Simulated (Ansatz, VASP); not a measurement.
**One calculation of Rb2MnAgF6, two programs**

Contents of INCAR:

```
SYSTEM = Rb2MnAgF6
PREC = Accurate ; ENCUT = 520
EDIFF = 1E-6 ; ISMEAR = 0
SIGMA = 0.05 ; LREAL = .False.
LASPH = .True. ; NELM = 150
ALGO = Normal ; ISIF = 2
LWAVE = .False. ; LCHARG = .False.
ISPIN = 2 ; MAGMOM = 0 0 4 0 0 0 0 0 0 0
LORBIT = 11 ; LMAXMIX = 4
GGA = PE ; NBANDS = 57
```

Contents of KPOINTS:

```
Automatic mesh
0
Gamma
  6 6 6
  0 0 0
```

POSCAR

```
Rb2MnAgF6
1.0
    0.0000000000      4.3869114426      4.3869114426
    4.3869114426      0.0000000000      4.3869114426
    4.3869114426      4.3869114426      0.0000000000
Rb Mn Ag F
2 1 1 6
Direct
    0.2500000000      0.2500000000      0.2500000000
    0.7500000000      0.7500000000      0.7500000000
    0.0000000000      0.0000000000      0.0000000000
    0.5000000000      0.5000000000      0.5000000000
    0.2248490000      0.2248490000      0.7751510000
    0.2248490000      0.7751510000      0.7751510000
    0.7751510000      0.7751510000      0.2248490000
    0.2248490000      0.7751510000      0.2248490000
    0.7751510000      0.2248490000      0.7751510000
    0.7751510000      0.2248490000      0.2248490000
```

Input for Ansatz:

```yaml
crystal:
  lattice:
    - [0.0, 4.3869114426, 4.3869114426]
    - [4.3869114426, 0.0, 4.3869114426]
    - [4.3869114426, 4.3869114426, 0.0]
  atoms:
    - { symbol: Rb, position: [0.25, 0.25, 0.25] }
    - { symbol: Rb, position: [0.75, 0.75, 0.75] }
    - { symbol: Mn, position: [0.0, 0.0, 0.0], spin: 4.0 }
    - { symbol: Ag, position: [0.5, 0.5, 0.5] }
    - { symbol: F, position: [0.224849, 0.224849, 0.775151] }
    - { symbol: F, position: [0.224849, 0.775151, 0.775151] }
    - { symbol: F, position: [0.775151, 0.775151, 0.224849] }
    - { symbol: F, position: [0.224849, 0.775151, 0.224849] }
    - { symbol: F, position: [0.775151, 0.224849, 0.775151] }
    - { symbol: F, position: [0.775151, 0.224849, 0.224849] }
magnetization:
  spin_polarized: true
basis:
  ecutwfc: 420
  fft_grid_basis: typed
kpoints:
  mp_grid: { grid: [6, 6, 6] }
hamiltonian:
  xc: pbe
  pseudopotentials: { kind: paw }
scf:
  occupations: { method: gaussian, width: 0.05 }
output:
  forces: true
  stress: true
  eigenvalues: true
  bader: true
  write_density: true
  volumetric_format: npy
  populations: true
  elf: true
```

Alike in both runs: task single point; functional PBE; k mesh 6 × 6 × 6; occupations gaussian, width 0.05 eV; collinear spin.

```csv
,VASP,Ansatz
version,VASP 6.6.1,Ansatz 0.2.0
potentials or method,"VASP PAW PBE potentials, release 64 (Rb_sv, Mn_pv, Ag, F), cutoff 520 eV","scalar-relativistic, plane waves, PAW"
valence electrons in the cell,84,94
```

|  | VASP | Ansatz | Ansatz less VASP |
| --- | --- | --- | --- |
| gap on the k mesh at the Fermi level (eV) | none | none | - |
| pressure (GPa) | -0.2 | -0.2 | +0.01 |
| rms of the force components (eV/Å) | 0.009 | 0.045 | +0.0361 |
| net moment per atom (μB) | 0.40 | 0.40 | 0.000 |
| size of the moment on the site where the two differ most (μB) | 3.76 | 3.37 | -0.386 |

Site moments also hang on the region over which each program counts them. Atom by atom the forces differ by 0.036 eV/Å (rms over components). A gap of «none» marks a metal or a gap that the smearing closes. VASP's potentials hold 84 valence electrons a cell and Ansatz's 94, so a difference there can come from the potentials and not from the codes.
